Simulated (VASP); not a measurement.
# ZnS (F-43m) in VASP: further runs

ZnS is run at these levels: r2SCAN+D4; tasks: single point.

Everything below comes from runs of VASP 6.6.1. Logs are shortened: lines on timing, memory, paths and dates and some standing lists are left out, and cuts for length are marked.

**Experimental background.**

From “Electronic, vibrational, and thermodynamic properties of ZnS (zincblende and rocksalt structure)”, 2009, arxiv:0911.5022, for a bulk crystal of ZnS at 19 K: band gap 3.85 eV (direct).

The results are compared with them further down.

## (1) The cell of the first run

It takes space group F-43m (No. 216, cubic). Conventional cell: a = 5.404 Å, b = 5.404 Å, c = 5.404 Å, α = 90.00°, β = 90.00°, γ = 90.00°. Within 3.1 Å of Zn (site symmetry -43m) lie 4 S at 2.34 Å. S (site symmetry -43m) has 4 Zn at 2.34 Å within 3.1 Å.

## (2) Single point, r2SCAN+D4

POSCAR

```
ZnS
1.0
    0.0000000000      2.7020000000      2.7020000000
    2.7020000000      0.0000000000      2.7020000000
    2.7020000000      2.7020000000      0.0000000000
Zn S
1 1
Direct
    0.7500000000      0.7500000000      0.7500000000
    0.0000000000      0.0000000000      0.0000000000
```

INCAR.step1

```
SYSTEM = ZnS
PREC = Accurate ; ENCUT = 520
ISMEAR = -1 ; SIGMA = 0.05
LREAL = .FALSE. ; LASPH = .TRUE.
NELM = 100 ; NBANDS = 16
GGA = PE ; ALGO = Normal
EDIFF = 1E-4 ; LWAVE = .TRUE.
LCHARG = .FALSE.
```

INCAR.step2

```
SYSTEM = ZnS
PREC = Accurate ; ENCUT = 520
EDIFF = 1E-6 ; ISMEAR = -1
SIGMA = 0.05 ; LREAL = .FALSE.
LASPH = .TRUE. ; NELM = 100
ALGO = Normal ; ISIF = 2
LWAVE = .FALSE. ; LCHARG = .TRUE.
METAGGA = R2SCAN ; LMIXTAU = .TRUE.
IVDW = 13 ; VDW_S6 = 1.0
VDW_S8 = 0.6018749 ; VDW_A1 = 0.51559235
VDW_A2 = 5.77342911 ; LELF = .TRUE.
LVHAR = .TRUE. ; NBANDS = 16
ISTART = 1
```

KPOINTS

```
Automatic mesh
0
G
  9 9 9
  0 0 0
```

Potentials or basis: VASP PAW PBE potentials, release 64 (Zn, S).

Launch:

```bash
$ cat potpaw_PBE.64/Zn/POTCAR potpaw_PBE.64/S/POTCAR > POTCAR
$ cp INCAR.step1 INCAR
$ mpirun -np 1 vasp_std > vasp.out
$ cp INCAR.step2 INCAR
$ mpirun -np 1 vasp_std > vasp.out
```

OUTCAR:

```text
SYSTEM = ZnS
   PREC = Accurate
   ENCUT = 520
   EDIFF = 1E-6
   ISMEAR = -1
   LREAL = .FALSE.
   LASPH = .TRUE.
   NELM = 100
   ISIF = 2
   METAGGA = R2SCAN
   IVDW = 13
   ISTART = 1

 ion  position               nearest neighbor table
   1  0.750  0.750  0.750-   2 2.34   2 2.34   2 2.34   2 2.34
   2  0.000  0.000  0.000-   1 2.34   1 2.34   1 2.34   1 2.34

  LATTYP: Found a face centered cubic cell.
 ALAT       =     5.4040000000

  Lattice vectors:

 A1 = (   0.0000000000,   2.7020000000,   2.7020000000)
 A2 = (   2.7020000000,   0.0000000000,   2.7020000000)
 A3 = (   2.7020000000,   2.7020000000,   0.0000000000)

Analysis of symmetry for initial positions (statically):
=====================================================================
 Subroutine PRICEL returns:
 Original cell was already a primitive cell.

 Routine SETGRP: Setting up the symmetry group for a
 face centered cubic supercell.

 Subroutine GETGRP returns: Found 24 space group operations
 (whereof 24 operations were pure point group operations)
 out of a pool of 48 trial point group operations.

The static configuration has the point symmetry T_d .

Analysis of symmetry for dynamics (positions and initial velocities):
=====================================================================
 Subroutine PRICEL returns:
 Original cell was already a primitive cell.

 Routine SETGRP: Setting up the symmetry group for a
 face centered cubic supercell.

 Subroutine GETGRP returns: Found 24 space group operations
 (whereof 24 operations were pure point group operations)
 out of a pool of 48 trial point group operations.

The dynamic configuration has the point symmetry T_d .

 Subroutine INISYM returns: Found 24 space group operations
 (whereof 24 operations are pure point group operations),
 and found     1 'primitive' translations

----------------------------------------------------------------------------------------

                                     Primitive cell

  volume of cell :      39.4535

  direct lattice vectors                    reciprocal lattice vectors
     0.000000000  2.702000000  2.702000000    -0.185048113  0.185048113  0.185048113
     2.702000000  0.000000000  2.702000000     0.185048113 -0.185048113  0.185048113
     2.702000000  2.702000000  0.000000000     0.185048113  0.185048113 -0.185048113

  length of vectors
     3.821205046  3.821205046  3.821205046     0.320512733  0.320512733  0.320512733

  position of ions in fractional coordinates (direct lattice)
     0.750000000  0.750000000  0.750000000
     0.000000000  0.000000000  0.000000000

  ion indices of the primitive-cell ions
   primitive index   ion index
                 1           1
                 2           2

----------------------------------------------------------------------------------------

 KPOINTS: Automatic mesh

Automatic generation of k-mesh.
 Grid dimensions read from file:
 generate k-points for:    9    9    9

 Generating k-lattice:

  Cartesian coordinates                     Fractional coordinates (reciprocal lattice)
    -0.020560901  0.020560901  0.020560901     0.111111111  0.000000000  0.000000000
     0.020560901 -0.020560901  0.020560901     0.000000000  0.111111111  0.000000000
     0.020560901  0.020560901 -0.020560901     0.000000000  0.000000000  0.111111111

  Length of vectors
     0.035612526  0.035612526  0.035612526

  Shift w.r.t. Gamma in fractional coordinates (k-lattice)
     0.000000000  0.000000000  0.000000000

 Subroutine IBZKPT returns following result:
 ===========================================

 Found     35 irreducible k-points:

 Following reciprocal coordinates:
            Coordinates               Weight
  0.000000  0.000000  0.000000      1.000000
  0.111111  0.000000  0.000000      8.000000
  0.222222  0.000000  0.000000      8.000000
  0.333333  0.000000  0.000000      8.000000
  0.444444  0.000000  0.000000      8.000000
  0.111111  0.111111  0.000000      6.000000
[... 16 lines left out ...]
 -0.333333  0.333333  0.000000     12.000000
  0.444444  0.444444  0.000000      6.000000
 [... further k-points ...]
   k-points           NKPTS =     35   k-points in BZ     NKDIM =     35   number of bands    NBANDS=     16
   number of dos      NEDOS =    301   number of ions     NIONS =      2
   total plane-waves  NPLWV =  21952
   dimension x,y,z NGX =    28 NGY =   28 NGZ =   28
   dimension x,y,z NGXF=    56 NGYF=   56 NGZF=   56
   ions per type =               1   1
   NGX,Y,Z   is equivalent  to a cutoff of  12.18, 12.18, 12.18 a.u.
   NGXF,Y,Z  is equivalent  to a cutoff of  24.36, 24.36, 24.36 a.u.
 SYSTEM =  ZnS
   PREC   = accura    normal or accurate (medium, high low for compatibility)
   ISTART =      1    job   : 0-new  1-cont  2-samecut
   ICHARG =      0    charge: 1-file 2-atom 10-const
   ISPIN  =      1    spin polarized calculation?
   LNONCOLLINEAR =      F non collinear calculations
   LSORBIT =      F    spin-orbit coupling
   LASPH  =      T    aspherical Exc in radial PAW
   ENCUT  =  520.0 eV  38.22 Ry    6.18 a.u.   7.10  7.10  7.10*2*pi/ulx,y,z
   NELM   =    100;   NELMIN=  2; NELMDL=  0     # of ELM steps
   EDIFF  = 0.1E-05   stopping-criterion for ELM
   LREAL  =      F    real-space projection
   EDIFFG = 0.1E-04   stopping-criterion for IOM
   NSW    =      0    number of steps for IOM
   IBRION =     -1    ionic relax: 0-MD 1-quasi-New 2-CG
   NFREE  =      0    steps in history (QN), initial steepest desc. (CG)
   ISIF   =      2    stress and relaxation
   ISYM   =      2    0-nonsym 1-usesym 2-fastsym
   POTIM  = 0.5000    time-step for ionic-motion
   TEBEG  =    0.0;   TEEND  =   0.0 temperature during run
   PSTRESS=    0.0 pullay stress
   NELECT =      18.0000    total number of electrons
   NUPDOWN=      -1.0000    fix difference up-down
   EMIN   =  10.00;   EMAX   =-10.00  energy-range for DOS
   EFERMI =   0.00;   METHOD = LEGACY
   ISMEAR =    -1;   SIGMA  =   0.05  broadening in eV -4-tet -1-fermi 0-gaus
   EFERMI_NEDOS =   21; number of points for ismear=-14 and -15
   IALGO  =     38    algorithm
   IMIX   =      4    mixing-type and parameters
     AMIX     =   0.40;   BMIX     =  1.00
     AMIX_MAG =   1.60;   BMIX_MAG =  1.00
  volume/ion in A,a.u.               =      19.73       133.12
  Fermi-wavevector in a.u.,A,eV,Ry     =   1.260290  2.381602 21.610537  1.588330
  Thomas-Fermi vector in A             =   2.393807
   LORBIT       =      0    0 simple, 1 ext, 2 COOP (PROOUT), +10 PAW based schemes
   METAGGA = R2SCAN    functional components
   LHFCALC =     F    Hartree Fock is set to
   AEXX    =    0.0000 exact exchange contribution
   IVDW    =    13    specifies the selected vdW correction
   LEPSILON=     F    determine dielectric tensor
   LRPA    =     F    only Hartree local field effects (RPA)
 non-spin polarized calculation
  energy-cutoff  :      520.00
  volume of cell :       39.45
 maximum number of plane-waves:      1073
   NGX = 15   NGY = 15   NGZ = 15

 number of electron      18.0000000 magnetization

 Free energy of the ion-electron system (eV)
  ---------------------------------------------------
  ext. energy  EPLUGINS =         0.00000000
  ---------------------------------------------------
  free energy    TOTEN  =       -18.86569265 eV

  energy without entropy =      -18.86569265  energy(sigma->0) =      -18.86569265

 E-fermi :   2.8691     XC(G=0): -10.2842

 val. band max:        1.8305499580   @ k =   0.0000   0.0000   0.0000
 cond. band min:       4.5049893115   @ k =   0.0000   0.0000   0.0000
 fundamental gap:      2.6744393535
 Fermi energy:         2.8690812250

 k-point     1 :       0.0000    0.0000    0.0000
  band No.  band energies     occupation
      1     -11.8444      2.00000
      2      -4.6685      2.00000
      3      -4.6685      2.00000
      4      -4.6685      2.00000
      5      -4.1225      2.00000
      6      -4.1225      2.00000
[... 8 lines left out ...]
     15      14.1350      0.00000
     16      14.3686      0.00000

 k-point     2 :       0.1111    0.0000    0.0000
  band No.  band energies     occupation
      1     -11.7495      2.00000
      2      -4.6661      2.00000
      3      -4.6507      2.00000
      4      -4.6507      2.00000
      5      -4.1239      2.00000
      6      -4.1239      2.00000
[... 8 lines left out ...]
     15      13.6086      0.00000
     16      15.0744      0.00000

 k-point     3 :       0.2222    0.0000    0.0000
  band No.  band energies     occupation
      1     -11.4935      2.00000
      2      -4.6315      2.00000
      3      -4.6085      2.00000
      4      -4.6085      2.00000
      5      -4.1228      2.00000
      6      -4.1227      2.00000
[... 8 lines left out ...]
     15      13.2584      0.00000
     16      14.8038      0.00000

 k-point     4 :       0.3333    0.0000    0.0000
  band No.  band energies     occupation
      1     -11.1693      2.00000
      2      -4.5675      2.00000
      3      -4.5675      2.00000
      4      -4.4850      2.00000
      5      -4.1111      2.00000
      6      -4.1110      2.00000
[... 8 lines left out ...]
     15      13.9945      0.00000
     16      14.2842      0.00000
[... 324 lines left out ...]
 k-point    22 :      -0.4444    0.3333    0.0000
  band No.  band energies     occupation
      1     -10.6286      2.00000
      2      -4.5766      2.00000
      3      -4.3719      2.00000
      4      -4.2707      2.00000
      5      -4.0776      2.00000
      6      -3.8401      2.00000
[... 8 lines left out ...]
     15      15.4993      0.00000
     16      17.8620      0.00000

 k-point    23 :      -0.3333    0.3333    0.0000
  band No.  band energies     occupation
      1     -10.6609      2.00000
      2      -4.5417      2.00000
      3      -4.4123      2.00000
      4      -4.1864      2.00000
      5      -4.1073      2.00000
      6      -3.8489      2.00000
[... 8 lines left out ...]
     15      14.1035      0.00000
     16      19.1783      0.00000

 k-point    24 :       0.4444    0.4444    0.0000
  band No.  band energies     occupation
      1     -10.6266      2.00000
      2      -4.6714      2.00000
      3      -4.3218      2.00000
      4      -4.3218      2.00000
      5      -4.0471      2.00000
      6      -3.9674      2.00000
[... 8 lines left out ...]
     15      16.0888      0.00000
     16      17.6046      0.00000

 [... further k-points ...]

------------------------ aborting loop because EDIFF is reached ----------------------------------------

  DFT-D4 for vdW energy calculation

  Edisp (eV):   -0.23012

  FORCE on cell =-STRESS in cart. coord.  units (eV):
  Direction    XX          YY          ZZ          XY          YZ          ZX
  --------------------------------------------------------------------------------------
  -------------------------------------------------------------------------------------
  Total      -0.36946    -0.36946    -0.36946    -0.00000     0.00000    -0.00000
  in kB     -15.00357   -15.00357   -15.00357    -0.00000     0.00000    -0.00000
  external pressure =      -15.00 kB  Pullay stress =        0.00 kB

 VOLUME and BASIS-vectors are now :
 -----------------------------------------------------------------------------
  energy-cutoff  :      520.00
  volume of cell :       39.45
      direct lattice vectors                 reciprocal lattice vectors
     0.000000000  2.702000000  2.702000000    -0.185048113  0.185048113  0.185048113
     2.702000000  0.000000000  2.702000000     0.185048113 -0.185048113  0.185048113
     2.702000000  2.702000000  0.000000000     0.185048113  0.185048113 -0.185048113

 POSITION                                       TOTAL-FORCE (eV/Angst)
 -----------------------------------------------------------------------------------
      4.05300      4.05300      4.05300         0.000000      0.000000      0.000000
      0.00000      0.00000      0.00000        -0.000000     -0.000000     -0.000000
 -----------------------------------------------------------------------------------
    total drift:                                0.000011      0.000011      0.000011

  FREE ENERGIE OF THE ION-ELECTRON SYSTEM (eV)
  ---------------------------------------------------
  free  energy   TOTEN  =       -19.0958157307 eV

  energy  without entropy=      -19.0958157307  energy(sigma->0) =      -19.09581573
```

It took 67 s on 1 thread of Intel Xeon Platinum 8259CL at 2.50GHz (Skylake/Cascade Lake), shared host; peak memory 0.17 GiB.

What came out:

| Property | Result |
| --- | --- |
| Free energy | -19.0958 eV |
| Pressure | -1.5 GPa |
| Band gap on the k mesh | 2.67 eV, direct |
| Dispersion energy per atom | -0.115 eV |

Caveat: the PAW data sets were made with another functional, which shifts forces and pressure a little.

## (3) Single point, r2SCAN+D4

This run uses another cell than the first one, of 20.12 Å³/atom, 1.020 times its volume.

POSCAR

```
ZnS
1.0
    0.0000000000      2.7198945612      2.7198945612
    2.7198945612      0.0000000000      2.7198945612
    2.7198945612      2.7198945612      0.0000000000
Zn S
1 1
Direct
    0.7500000000      0.7500000000      0.7500000000
    0.0000000000      0.0000000000      0.0000000000
```

INCAR.step1

```
SYSTEM = ZnS
  PREC = Accurate
  ENCUT = 520
  ISMEAR = -1
  SIGMA = 0.05
  LREAL = .FALSE.
  LASPH = .TRUE.
  NELM = 60
  NBANDS = 16
  GGA = PE
  ALGO = Normal
  EDIFF = 1E-4
  LWAVE = .TRUE.
  LCHARG = .FALSE.
```

INCAR.step2

```
SYSTEM = ZnS
  PREC = Accurate
  ENCUT = 520
  EDIFF = 1E-7
  ISMEAR = -1
  SIGMA = 0.05
  LREAL = .FALSE.
  LASPH = .TRUE.
  NELM = 60
  ALGO = Normal
  ISIF = 2
  LWAVE = .FALSE.
  LCHARG = .FALSE.
  METAGGA = R2SCAN
  LMIXTAU = .TRUE.
  IVDW = 13
  VDW_S6 = 1.0
  VDW_S8 = 0.6018749
  VDW_A1 = 0.51559235
  VDW_A2 = 5.77342911
  NBANDS = 16
  ISTART = 1
```

KPOINTS is that of step 2.

Potentials or basis: VASP PAW PBE potentials, release 64 (Zn, S).

Launch:

```bash
$ cat potpaw_PBE.64/Zn/POTCAR potpaw_PBE.64/S/POTCAR > POTCAR
$ cp INCAR.step1 INCAR
$ mpirun -np 1 vasp_std > vasp.out
$ cp INCAR.step2 INCAR
$ mpirun -np 1 vasp_std > vasp.out
```

Run time: 1.9 min. Hardware: 1 thread of Intel Xeon Platinum 8259CL at 2.50GHz (Skylake/Cascade Lake), shared host; peak memory 0.18 GiB.

It converged, with:

| Quantity | Value |
| --- | --- |
| Free energy | -19.0852 eV |
| Pressure | -2.9 GPa |
| Band gap on the k mesh | 2.58 eV, direct |
| Dispersion energy per atom | -0.113 eV |

Levels at points of the mesh, in eV from the valence-band top:
```tsv
k point	band 5	band 6	band 7	band 8	band 9	band 10	band 11	band 12	band 13	band 14
(0.00, 0.00, 0.00)	-5.90	-5.90	0.00	0.00	0.00	2.58	6.92	6.92	6.92	12.28
```

Caveat: the PAW data sets were made with another functional, which shifts forces and pressure a little.

## (4) Single point, r2SCAN+D4

This run uses another cell than the first one, of 20.52 Å³/atom, 1.040 times its volume.

POSCAR

```
ZnS
1.0
    0.0000000000      2.7375567091      2.7375567091
    2.7375567091      0.0000000000      2.7375567091
    2.7375567091      2.7375567091      0.0000000000
Zn S
1 1
Direct
    0.7500000000      0.7500000000      0.7500000000
    0.0000000000      0.0000000000      0.0000000000
```

INCAR.step1

```
PREC = Accurate
ENCUT = 520
ISMEAR = -1
SIGMA = 0.05
LREAL = F
LASPH = T
NELM = 100
NBANDS = 16
GGA = PE
ALGO = Normal
EDIFF = 1E-4
LWAVE = T
LCHARG = F
```

INCAR.step2

```
PREC = Accurate
ENCUT = 520
EDIFF = 1E-6
ISMEAR = -1
SIGMA = 0.05
LREAL = F
LASPH = T
NELM = 100
ALGO = Normal
ISIF = 2
LWAVE = F
LCHARG = F
METAGGA = R2SCAN
LMIXTAU = T
IVDW = 13
VDW_S6 = 1.0
VDW_S8 = 0.6018749
VDW_A1 = 0.51559235
VDW_A2 = 5.77342911
NBANDS = 16
ISTART = 1
```

KPOINTS

```
regular mesh
0
Gamma
  9 9 9
```

Launch:

```bash
$ cat potpaw_PBE.64/Zn/POTCAR potpaw_PBE.64/S/POTCAR > POTCAR
$ cp INCAR.step1 INCAR
$ mpirun -np 1 vasp_std > vasp.out
$ cp INCAR.step2 INCAR
$ mpirun -np 1 vasp_std > vasp.out
```

It took 94 s on 1 thread of Intel Xeon Platinum 8259CL at 2.50GHz (Skylake/Cascade Lake), shared host; peak memory 0.18 GiB.

Results (log left out):

```yaml
Free_energy: -19.0676 eV
Pressure: -4.2 GPa
Band_gap_on_the_k_mesh: 2.49 eV, direct
Dispersion_energy_per_atom: -0.111 eV
```

Levels at points of the mesh, in eV from the valence-band top:
```csv
k point,band 5,band 6,band 7,band 8,band 9,band 10,band 11,band 12,band 13,band 14
"(0.00, 0.00, 0.00)",-5.86,-5.86,0.00,0.00,0.00,2.49,6.93,6.93,6.93,12.26
```

Caveat: the PAW data sets were made with another functional, which shifts forces and pressure a little.

## (5) Single point, r2SCAN+D4

This run uses another cell than the first one, of 20.91 Å³/atom, 1.060 times its volume.

POSCAR

```
ZnS
1.0
    0.0000000000      2.7549938462      2.7549938462
    2.7549938462      0.0000000000      2.7549938462
    2.7549938462      2.7549938462      0.0000000000
Zn S
1 1
Direct
    0.7500000000      0.7500000000      0.7500000000
    0.0000000000      0.0000000000      0.0000000000
```

INCAR.step1

```
  ALGO = Normal
  EDIFF = 1E-4
  ENCUT = 520
  GGA = PE
  ISMEAR = -1
  LASPH = T
  LCHARG = F
  LREAL = F
  LWAVE = T
  NBANDS = 16
  NELM = 60
  PREC = Accurate
  SIGMA = 0.05
```

INCAR.step2

```
  ALGO = Normal
  EDIFF = 1E-6
  ENCUT = 520
  ISIF = 2
  ISMEAR = -1
  ISTART = 1
  IVDW = 13
  LASPH = T
  LCHARG = F
  LMIXTAU = T
  LREAL = F
  LWAVE = F
  METAGGA = R2SCAN
  NBANDS = 16
  NELM = 60
  PREC = Accurate
  SIGMA = 0.05
  VDW_A1 = 0.51559235
  VDW_A2 = 5.77342911
  VDW_S6 = 1.0
  VDW_S8 = 0.6018749
```

KPOINTS

```
k-points
0
Gamma
  9 9 9
```

Launch:

```bash
$ cat potpaw_PBE.64/Zn/POTCAR potpaw_PBE.64/S/POTCAR > POTCAR
$ cp INCAR.step1 INCAR
$ mpirun -np 1 vasp_std > vasp.out
$ cp INCAR.step2 INCAR
$ mpirun -np 1 vasp_std > vasp.out
```

It took 93 s on 1 thread of Intel Xeon Platinum 8259CL at 2.50GHz (Skylake/Cascade Lake), shared host; peak memory 0.18 GiB.

Results (log left out):

* Free energy: -19.0442 eV
* Pressure: -5.3 GPa
* Band gap on the k mesh: 2.41 eV, direct
* Dispersion energy per atom: -0.109 eV

Levels at points of the mesh, in eV from the valence-band top:
```tsv
k point	band 5	band 6	band 7	band 8	band 9	band 10	band 11	band 12	band 13	band 14
(0.00, 0.00, 0.00)	-5.81	-5.81	0.00	0.00	0.00	2.41	6.94	6.94	6.94	12.17
```

Caveat: the PAW data sets were made with another functional, which shifts forces and pressure a little.

## (6) Overview

```csv
cell,gap on the mesh (eV),pressure (GPa)
"a = 3.821 Å, angles 60.0°, 2 atoms",2.67,-1.5
"a = 3.847 Å, angles 60.0°, 2 atoms",2.58,-2.9
"a = 3.871 Å, angles 60.0°, 2 atoms",2.49,-4.2
"a = 3.896 Å, angles 60.0°, 2 atoms",2.41,-5.3
```

Alike in all rows: task single point; level r2SCAN+D4; potentials or basis VASP PAW PBE potentials, release 64 (Zn, S); no spin polarisation; k mesh 9 × 9 × 9; cutoff (eV) 520; smearing fermi-dirac 0.05 eV.

Caveats: the PAW data sets were made with another functional, which shifts forces and pressure a little.

Absolute energies hang on the potentials; compare differences alone.

## (7) How close it comes

Step 2. Measured gap of ZnS: 3.85 eV (direct; 19 K; quoted in “Electronic, vibrational, and thermodynamic properties of ZnS (zincblende and rocksalt structure)”, 2009, arxiv:0911.5022). This calculation gives 2.67 eV (-1.18 eV). The value is that of r2SCAN+D4, without temperature or zero-point motion.

Step 3. Measured gap of ZnS: 3.85 eV (direct; 19 K; quoted in “Electronic, vibrational, and thermodynamic properties of ZnS (zincblende and rocksalt structure)”, 2009, arxiv:0911.5022). This calculation gives 2.58 eV (-1.27 eV). The value is that of r2SCAN+D4, without temperature or zero-point motion.
